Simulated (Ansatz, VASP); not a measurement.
Two plane-wave programs on WSe2

```
W Se
1.0
     2.67237    0.00000    0.00000
    -1.33619    3.16625    0.00000
     0.00000    0.00000    7.49601
W Se
1 2
Cartesian
  0.0000 0.0000 0.0000
  0.0000 2.1108 1.8032
  0.0000 2.1108 5.6928
```

Change from the starting cell: strain +e along x and -e along y -0.1500, strain +e along z and -e/2 along x and y +0.0700.

Alike in both runs: task single point; functional PBE; dispersion D3(BJ); k mesh 9 × 9 × 4; occupations gaussian, width 0.05 eV; no spin polarisation.

|  | VASP | Ansatz |
| --- | --- | --- |
| version | VASP 6.6.1 | Ansatz 0.2.0 |
| potentials or method | VASP PAW PBE potentials, release 64 (W_sv, Se), cutoff 520 eV | scalar-relativistic, plane waves, PAW |
| valence electrons in the cell | 26 | 46 |

|  | VASP | Ansatz | Ansatz less VASP |
| --- | --- | --- | --- |
| gap on the k mesh at the Fermi level (eV) | none | none | - |
| pressure (GPa) | 12.2 | 11.8 | -0.38 |
| traceless stress, the component that is largest in VASP (GPa) | 34.74 | 34.71 | -0.033 |
| rms of the force components (eV/Å) | 0.617 | 0.598 | -0.0197 |

Atom by atom the forces differ by 0.028 eV/Å (rms over components). A gap of «none» marks a metal or a gap that the smearing closes. VASP's potentials hold 26 valence electrons a cell and Ansatz's 46, so a difference there can come from the potentials and not from the codes.

Neither program's run includes spin-orbit coupling.
